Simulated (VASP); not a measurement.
Here is a VASP 6.6.1 calculation.

The input INCAR:

```
PREC = Accurate ; ENCUT = 520
EDIFF = 1E-6 ; ISMEAR = 0
SIGMA = 0.05 ; LREAL = F
LASPH = T ; NELM = 80
ALGO = Normal ; ISIF = 2
LWAVE = F ; LCHARG = T
GGA = PE ; LELF = T
LVHAR = T ; NBANDS = 33
```

File KPOINTS:

```
regular mesh
0
Gamma
  10 10 10
```

The input POSCAR:

```
TiO2
1.0
   -1.9281054382      1.9281054382      4.8484484049
    1.9281054382     -1.9281054382      4.8484484049
    1.9281054382      1.9281054382     -4.8484484049
Ti O
2 4
Direct
    0.0000000000      0.0000000000      0.0000000000
    0.7500000000      0.2500000000      0.5000000000
    0.2065067269      0.2065067269      0.0000000000
    0.9565067269      0.4565067269      0.5000000000
    0.5434932731      0.0434932731      0.5000000000
    0.7934932731      0.7934932731      0.0000000000
```

Potentials or basis: VASP PAW PBE potentials, release 64 (Ti_sv, O).

Launch:

```console
$ cat potpaw_PBE.64/Ti_sv/POTCAR potpaw_PBE.64/O/POTCAR > POTCAR
$ mpirun -np 1 vasp_std > vasp.out
```

(1) Estimate the largest force.

(2) Estimate the pressure.

(3) Predict the band gap on the k mesh.

## Answers

(1) 0.014 eV/Å.

(2) -5.0 GPa.

(3) 2.03 eV (least direct gap 2.31 eV).

Caveat: the cell differs from its parent crystal (strain +0.015 along x and y, +0.000 along z); the cell stands under tension.
